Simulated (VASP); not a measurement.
Crystal: Na2IF.

```xyz
4
Lattice="1.9985 1.1538 6.4128 -1.9985 1.1538 6.4128 0.0000 -2.3077 6.4128" Properties=species:S:1:pos:R:3 pbc="T T T"
F     1.9985    1.1538    6.4128
I     0.0000    0.0000    9.6192
Na    0.0000    0.0000    5.2482
Na    0.0000    0.0000   13.9902
```

Base run:

- Program: VASP 6.6.1
- Functional: r2SCAN
- Potentials or basis: VASP PAW PBE potentials, release 64 (F, I, Na_pv)
- Cutoff: 520 eV
- k mesh: 8 × 8 × 8
- Occupations: gaussian, width 0.01 eV
- Spin: no spin polarisation

Its results: band gap on the k mesh 2.52 eV; pressure -0.2 GPa.

Question: The run is repeated on the same cell with these changes: functional from r2SCAN to PBE; occupations from gaussian, width 0.01 eV to fermi-dirac, width 0.02 eV. What comes out?

Answer: Band gap on the k mesh 1.94 eV; pressure 1.0 GPa.

Caveats: spin-orbit coupling is left out, which moves the levels of the heavy elements; the PAW data sets were made with another functional, which shifts forces and pressure a little (at least some runs).

A k mesh can miss the band edges.
